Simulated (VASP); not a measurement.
# ZnS in VASP: relaxation of the atoms with PBE

Aim: the relaxation of the atoms of ZnS with PBE.

Program: VASP 6.6.1. These are calculated values, not measurements. Logs are shortened: lines on timing, memory, paths and dates and some standing lists are left out, and cuts for length are marked.

**1. The cell of the first run**

The cell holds a slab with vacuum, 10 atoms: a = 3.849 Å, b = 3.849 Å, c = 27.247 Å, α = 90.00°, β = 90.00°, γ = 90.00°.

**2. Relaxation of the atoms, PBE**

Contents of INCAR:

```
SYSTEM = ZnS
  ALGO = Normal
  DIPOL = 0.5 0.5 0.500
  EDIFF = 1E-6
  EDIFFG = -0.02
  ENCUT = 520
  GGA = PE
  IBRION = 2
  IDIPOL = 3
  ISIF = 2
  ISMEAR = 0
  KPAR = 4
  LASPH = .True.
  LCHARG = .False.
  LDIPOL = .True.
  LREAL = .False.
  LWAVE = .False.
  NELM = 60
  NSW = 80
  PREC = Accurate
  SIGMA = 0.05
```

Contents of KPOINTS:

```
k-points
0
Gamma
  7 7 1
  0 0 0
```

Contents of POSCAR:

```
ZnS
1.0
    3.8488726992      0.0000000000      0.0000000000
    0.0000000000      3.8488726992      0.0000000000
    0.0000000000      0.0000000000     27.2470379348
S Zn
5 5
Direct
    0.0000000000      0.5000000000      0.2752592784
    0.5000000000      0.0000000000      0.3751440435
    0.0000000000      0.5000000000      0.4750288087
    0.5000000000      0.0000000000      0.5749135739
    0.0000000000      0.5000000000      0.6747983390
    0.5000000000      0.5000000000      0.3252016610
    0.0000000000      0.0000000000      0.4250864261
    0.5000000000      0.5000000000      0.5249711913
    0.0000000000      0.0000000000      0.6248559565
    0.5000000000      0.5000000000      0.7247407216
```

Potentials or basis: VASP PAW PBE potentials, release 64 (S, Zn).

On the command line:

```
cat potpaw_PBE.64/S/POTCAR potpaw_PBE.64/Zn/POTCAR > POTCAR
mpirun -np 4 vasp_std > vasp.out
```

OUTCAR:

```text
SYSTEM = ZnS
   EDIFF = 1E-6
   EDIFFG = -0.02
   ENCUT = 520
   GGA = PE
   IBRION = 2
   ISIF = 2
   ISMEAR = 0
   LASPH = .True.
   LREAL = .False.
   NELM = 60
   NSW = 80
   PREC = Accurate

 ion  position               nearest neighbor table
   1  0.000  0.500  0.275-   6 2.36   6 2.36
   2  0.500  0.000  0.375-   6 2.36   6 2.36   7 2.36   7 2.36
   3  0.000  0.500  0.475-   8 2.36   8 2.36   7 2.36   7 2.36
   4  0.500  0.000  0.575-   8 2.36   9 2.36   8 2.36   9 2.36
   5  0.000  0.500  0.675-   9 2.36   9 2.36  10 2.36  10 2.36
   6  0.500  0.500  0.325-   2 2.36   2 2.36   1 2.36   1 2.36
   7  0.000  0.000  0.425-   2 2.36   3 2.36   3 2.36   2 2.36
   8  0.500  0.500  0.525-   3 2.36   3 2.36   4 2.36   4 2.36
   9  0.000  0.000  0.625-   5 2.36   5 2.36   4 2.36   4 2.36
  10  0.500  0.500  0.725-   5 2.36   5 2.36

  LATTYP: Found a simple tetragonal cell.
 ALAT       =     3.8488726992
 C/A-ratio  =     7.0792255458

  Lattice vectors:

 A1 = (   3.8488726992,   0.0000000000,   0.0000000000)
 A2 = (   0.0000000000,   3.8488726992,   0.0000000000)
 A3 = (   0.0000000000,   0.0000000000,  27.2470379348)

Analysis of symmetry for initial positions (statically):
=====================================================================
 Subroutine PRICEL returns:
 Original cell was already a primitive cell.

 Routine SETGRP: Setting up the symmetry group for a
 simple tetragonal supercell.

 Subroutine GETGRP returns: Found  4 space group operations
 (whereof  4 operations were pure point group operations)
 out of a pool of 16 trial point group operations.

The static configuration has the point symmetry C_2v.

Analysis of symmetry for dynamics (positions and initial velocities):
=====================================================================
 Subroutine PRICEL returns:
 Original cell was already a primitive cell.

 Routine SETGRP: Setting up the symmetry group for a
 simple tetragonal supercell.

 Subroutine GETGRP returns: Found  4 space group operations
 (whereof  4 operations were pure point group operations)
 out of a pool of 16 trial point group operations.

The dynamic configuration has the point symmetry C_2v.

 Subroutine INISYM returns: Found  4 space group operations
 (whereof  4 operations are pure point group operations),
 and found     1 'primitive' translations

----------------------------------------------------------------------------------------

                                     Primitive cell

  volume of cell :     403.6327

  direct lattice vectors                    reciprocal lattice vectors
     3.848872699  0.000000000  0.000000000     0.259816335  0.000000000  0.000000000
     0.000000000  3.848872699  0.000000000     0.000000000  0.259816335  0.000000000
     0.000000000  0.000000000 27.247037935     0.000000000  0.000000000  0.036701237

  length of vectors
     3.848872699  3.848872699 27.247037935     0.259816335  0.259816335  0.036701237

  position of ions in fractional coordinates (direct lattice)
     0.000000000  0.500000000  0.275259278
     0.500000000  0.000000000  0.375144044
     0.000000000  0.500000000  0.475028809
     0.500000000  0.000000000  0.574913574
     0.000000000  0.500000000  0.674798339
     0.500000000  0.500000000  0.325201661
     0.000000000  0.000000000  0.425086426
     0.500000000  0.500000000  0.524971191
     0.000000000  0.000000000  0.624855956
     0.500000000  0.500000000  0.724740722

  ion indices of the primitive-cell ions
   primitive index   ion index
                 1           1
                 2           2
                 3           3
                 4           4
                 5           5
                 6           6
                 7           7
                 8           8
                 9           9
                10          10

----------------------------------------------------------------------------------------

 KPOINTS: k-points

Automatic generation of k-mesh.
 Grid dimensions read from file:
 generate k-points for:    7    7    1

 Generating k-lattice:

  Cartesian coordinates                     Fractional coordinates (reciprocal lattice)
     0.037116619  0.000000000  0.000000000     0.142857143  0.000000000  0.000000000
     0.000000000  0.037116619  0.000000000     0.000000000  0.142857143  0.000000000
     0.000000000  0.000000000  0.036701237     0.000000000  0.000000000  1.000000000

  Length of vectors
     0.037116619  0.037116619  0.036701237

  Shift w.r.t. Gamma in fractional coordinates (k-lattice)
     0.000000000  0.000000000  0.000000000

 Subroutine IBZKPT returns following result:
 ===========================================

 Found     16 irreducible k-points:

 Following reciprocal coordinates:
            Coordinates               Weight
  0.000000  0.000000  0.000000      1.000000
  0.142857  0.000000  0.000000      2.000000
  0.000000  0.142857  0.000000      2.000000
  0.285714  0.000000  0.000000      2.000000
  0.000000  0.285714  0.000000      2.000000
  0.428571  0.000000  0.000000      2.000000
[... 8 lines left out ...]
 -0.285714  0.428571  0.000000      4.000000
  0.428571  0.428571  0.000000      4.000000
   k-points           NKPTS =     16   k-points in BZ     NKDIM =     16   number of bands    NBANDS=     54
   number of dos      NEDOS =    301   number of ions     NIONS =     10
   total plane-waves  NPLWV = 189000
   dimension x,y,z NGX =    30 NGY =   30 NGZ =  210
   dimension x,y,z NGXF=    60 NGYF=   60 NGZF=  420
   ions per type =               5   5
   NGX,Y,Z   is equivalent  to a cutoff of  12.96, 12.96, 12.81 a.u.
   NGXF,Y,Z  is equivalent  to a cutoff of  25.92, 25.92, 25.63 a.u.
 SYSTEM =  ZnS
   PREC   = accura    normal or accurate (medium, high low for compatibility)
   ISTART =      0    job   : 0-new  1-cont  2-samecut
   ICHARG =      2    charge: 1-file 2-atom 10-const
   ISPIN  =      1    spin polarized calculation?
   LNONCOLLINEAR =      F non collinear calculations
   LSORBIT =      F    spin-orbit coupling
   LASPH  =      T    aspherical Exc in radial PAW
   ENCUT  =  520.0 eV  38.22 Ry    6.18 a.u.   7.16  7.16 50.66*2*pi/ulx,y,z
   NELM   =     60;   NELMIN=  2; NELMDL= -5     # of ELM steps
   EDIFF  = 0.1E-05   stopping-criterion for ELM
   LREAL  =      F    real-space projection
   EDIFFG = -.2E-01   stopping-criterion for IOM
   NSW    =     80    number of steps for IOM
   IBRION =      2    ionic relax: 0-MD 1-quasi-New 2-CG
   NFREE  =      1    steps in history (QN), initial steepest desc. (CG)
   ISIF   =      2    stress and relaxation
   ISYM   =      2    0-nonsym 1-usesym 2-fastsym
   POTIM  = 0.5000    time-step for ionic-motion
   TEBEG  =    0.0;   TEEND  =   0.0 temperature during run
   PSTRESS=    0.0 pullay stress
   NELECT =      90.0000    total number of electrons
   NUPDOWN=      -1.0000    fix difference up-down
   EMIN   =  10.00;   EMAX   =-10.00  energy-range for DOS
   EFERMI =   0.00;   METHOD = LEGACY
   ISMEAR =     0;   SIGMA  =   0.05  broadening in eV -4-tet -1-fermi 0-gaus
   EFERMI_NEDOS =   21; number of points for ismear=-14 and -15
   IALGO  =     38    algorithm
   IMIX   =      4    mixing-type and parameters
     AMIX     =   0.40;   BMIX     =  1.00
     AMIX_MAG =   1.60;   BMIX_MAG =  1.00
  volume/ion in A,a.u.               =      40.36       272.38
  Fermi-wavevector in a.u.,A,eV,Ry     =   0.992720  1.875969 13.408452  0.985493
  Thomas-Fermi vector in A             =   2.124552
   LORBIT       =      0    0 simple, 1 ext, 2 COOP (PROOUT), +10 PAW based schemes
   GGA     = PE    functional components
   LHFCALC =     F    Hartree Fock is set to
   AEXX    =    0.0000 exact exchange contribution
   IVDW    =     0    specifies the selected vdW correction
   LEPSILON=     F    determine dielectric tensor
   LRPA    =     F    only Hartree local field effects (RPA)
 conjugate gradient relaxation of ions
 non-spin polarized calculation
 Gauss-broadening in eV      SIGMA  =   0.05
  energy-cutoff  :      520.00
  volume of cell :      403.63
 maximum number of plane-waves:     10910
 NGX is ok and might be reduce to    30
   NGX = 15   NGY = 15   NGZ =101

 dipolmoment           0.000000      0.000000      0.000031 electrons x Angstroem

--------------------------------------- Ionic step        1  -------------------------------------------

 number of electron      89.9999983 magnetization

 Free energy of the ion-electron system (eV)
  ---------------------------------------------------
  ext. energy  EPLUGINS =         0.00000000
  ---------------------------------------------------
  free energy    TOTEN  =       -30.51414970 eV

  energy without entropy =      -30.51028533  energy(sigma->0) =      -30.51221751

------------------------ aborting loop because EDIFF is reached ----------------------------------------

  FORCE on cell =-STRESS in cart. coord.  units (eV):
  Direction    XX          YY          ZZ          XY          YZ          ZX
  --------------------------------------------------------------------------------------
  -------------------------------------------------------------------------------------
  Total       -1.3446599     -1.1496395      0.3313947      0.0000000      0.0000000      0.0000000
  in kB       -5.3374846     -4.5633720      1.3154363      0.0000000      0.0000000      0.0000000
  external PRESSURE =      -2.8618068 kB  Pullay stress =       0.0000000 kB
[... 113 lines left out ...]
  FREE ENERGIE OF THE ION-ELECTRON SYSTEM (eV)
  ---------------------------------------------------
  free  energy   TOTEN  =       -30.5870331793 eV

  energy  without entropy=      -30.5832221798  energy(sigma->0) =      -30.58512768

[... ionic steps 4 to 7 ...]

--------------------------------------- Ionic step        8  -------------------------------------------

 number of electron      89.9999922 magnetization

------------------------ aborting loop because EDIFF is reached ----------------------------------------
[... 83 lines left out ...]
--------------------------------------- Ionic step       10  -------------------------------------------

 number of electron      89.9999913 magnetization

 dipolmoment           0.000000      0.000000     -0.235258 electrons x Angstroem

 Free energy of the ion-electron system (eV)
  ---------------------------------------------------
  ext. energy  EPLUGINS =         0.00000000
  ---------------------------------------------------
  free energy    TOTEN  =       -30.59082660 eV

  energy without entropy =      -30.58692352  energy(sigma->0) =      -30.58887506

 E-fermi :  -1.6010     XC(G=0):  -5.4027

 val. band max:       -1.6436301849   @ k =   0.4286   0.1429   0.0000
 cond. band min:      -1.5784109383   @ k =   0.0000   0.2857   0.0000
 fundamental gap:      0.0652192466
 Fermi energy:        -1.6009881863

 k-point     1 :       0.0000    0.0000    0.0000
  band No.  band energies     occupation
      1     -15.6260      2.00000
      2     -15.0535      2.00000
      3     -14.5321      2.00000
      4     -13.9313      2.00000
      5     -12.8523      2.00000
      6      -9.2283      2.00000
[... 901 lines left out ...]
     53       3.1948      0.00000
     54       3.7686      0.00000

------------------------ aborting loop because EDIFF is reached ----------------------------------------

 vacuum level on the upper side and lower side of the slab       (xc-potential included)        -1.427         1.399

  FORCE on cell =-STRESS in cart. coord.  units (eV):
  Direction    XX          YY          ZZ          XY          YZ          ZX
  --------------------------------------------------------------------------------------
  -------------------------------------------------------------------------------------
  Total        0.7544010     -2.5141164      0.2244913      0.0000000      0.0000000      0.0000000
  in kB        2.9945148     -9.9795181      0.8910944      0.0000000      0.0000000      0.0000000
  external PRESSURE =      -2.0313030 kB  Pullay stress =       0.0000000 kB
[... 25 lines left out ...]
  FREE ENERGIE OF THE ION-ELECTRON SYSTEM (eV)
  ---------------------------------------------------
  free  energy   TOTEN  =       -30.5908266021 eV

  energy  without entropy=      -30.5869235248  energy(sigma->0) =      -30.58887506

 reached required accuracy - stopping structural energy minimisation

 vacuum level on the upper side and lower side of the slab         2.703         5.580
```

It took 15 min on 4 MPI ranks of Intel Xeon Platinum 8488C (Sapphire Rapids), shared host; peak memory 0.64 GiB.

Results:

- Free energy: -30.5908 eV
- Energy gained by relaxing: 7.7 meV/atom
- Ionic steps: 10
- Largest force after relaxing: 0.016 eV/Å
- Band gap on the k mesh: 0.07 eV (least direct gap 0.14 eV)

Forces in eV/Å, atoms in the order of the input:
```
S    0.000  0.000 -0.014
S    0.000  0.000 -0.011
S    0.000  0.000  0.016
S    0.000  0.000  0.002
S    0.000  0.000  0.007
Zn   0.000  0.000 -0.013
Zn   0.000  0.000 -0.005
Zn   0.000  0.000  0.005
Zn   0.000  0.000  0.014
Zn   0.000  0.000  0.000
```

Step by step:
| step | energy change (eV) | largest force (eV/Å) | pressure (GPa) |
| --- | --- | --- | --- |
| 1 | 0.0000 | 0.6077 | -0.29 |
| 2 | -0.0517 | 0.3327 | -0.23 |
| 3 | -0.0729 | 0.1719 | -0.14 |
| 4 | -0.0748 | 0.0786 | -0.12 |
| 5 | -0.0752 | 0.0484 | -0.12 |
| 6 | -0.0755 | 0.0428 | -0.13 |
| 7 | -0.0760 | 0.0565 | -0.14 |
| 8 | -0.0763 | 0.0373 | -0.16 |
| 9 | -0.0766 | 0.0213 | -0.17 |
| 10 | -0.0767 | 0.0162 | -0.20 |

Final structure:
```
CELL_PARAMETERS angstrom
3.84887 0.00000 0.00000
0.00000 3.84887 0.00000
0.00000 0.00000 27.24704
ATOMIC_POSITIONS crystal
S 0.00000 0.50000 0.27649
S 0.50000 0.00000 0.37629
S 0.00000 0.50000 0.47584
S 0.50000 0.00000 0.57587
S 0.00000 0.50000 0.67710
Zn 0.50000 0.50000 0.32258
Zn 0.00000 0.00000 0.42328
Zn 0.50000 0.50000 0.52318
Zn 0.00000 0.00000 0.62347
Zn 0.50000 0.50000 0.72591
```

Levels at points of the mesh, in eV from the valence-band top:
```
           k point  band 42  band 43  band 44  band 45  band 46  band 47  band 48  band 49
(0.00, 0.00, 0.00)    -0.77    -0.55    -0.04    -0.03     0.40     2.07     2.52     3.11
```

Caveat: semilocal functionals underestimate gaps, and a narrow one can read as zero.
